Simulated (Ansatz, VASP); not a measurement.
**Two plane-wave programs on EuO**

Contents of INCAR:

```
ALGO = Normal
EDIFF = 1E-6
ENCUT = 600
GGA = PE
GGA_COMPAT = False
ISIF = 2
ISMEAR = 0
ISPIN = 2
LASPH = True
LCHARG = False
LMAXMIX = 6
LORBIT = 11
LREAL = False
LWAVE = False
MAGMOM = 7.26 0
NBANDS = 22
NELM = 200
PREC = Accurate
SIGMA = 0.05
```

KPOINTS

```
k-points
0
Gamma
  12 12 12
```

File POSCAR:

```
EuO
1.0
    0.0000000000      2.5302957811      2.5302957811
    2.5302957811      0.0000000000      2.5302957811
    2.5302957811      2.5302957811      0.0000000000
Eu O
1 1
Direct
    0.0000000000      0.0000000000      0.0000000000
    0.5000000000      0.5000000000      0.5000000000
```

Input for Ansatz:

```yaml
crystal:
  lattice:
    - [0.0, 2.5302957811, 2.5302957811]
    - [2.5302957811, 0.0, 2.5302957811]
    - [2.5302957811, 2.5302957811, 0.0]
  atoms:
    - { symbol: Eu, position: [0.0, 0.0, 0.0], spin: 7.26 }
    - { symbol: O, position: [0.5, 0.5, 0.5] }
basis:
  ecutwfc: 420
  ecutrho_ratio: 4
kpoints:
  mp_grid: { grid: [12, 12, 12] }
hamiltonian:
  xc: pbe
scf:
  occupations: { method: gaussian, width: 0.05 }
output:
  forces: true
  stress: true
  eigenvalues: true
  populations: true
magnetization:
  spin_polarized: true
```

Alike in both runs: task single point; functional PBE; k mesh 12 × 12 × 12; occupations gaussian, width 0.05 eV; collinear spin.

|  | VASP | Ansatz |
| --- | --- | --- |
| version | VASP 6.6.1 | Ansatz 0.2.0 |
| potentials or method | VASP PAW PBE potentials, release 64 (Eu, O), cutoff 600 eV | scalar-relativistic, plane waves, PAW |
| valence electrons in the cell | 23 | 23 |

|  | VASP | Ansatz | Ansatz less VASP |
| --- | --- | --- | --- |
| gap on the k mesh at the Fermi level (eV) | none | none | - |
| pressure (GPa) | -0.2 | 0.1 | +0.31 |
| net moment per atom (μB) | 3.48 | 3.48 | +0.002 |
| size of the moment on the site where the two differ most (μB) | 0.10 | 0.08 | -0.019 |

Site moments also hang on the region over which each program counts them. A gap of «none» marks a metal or a gap that the smearing closes. Ansatz's warnings: given moment on shells.

Spin-orbit coupling is off throughout.
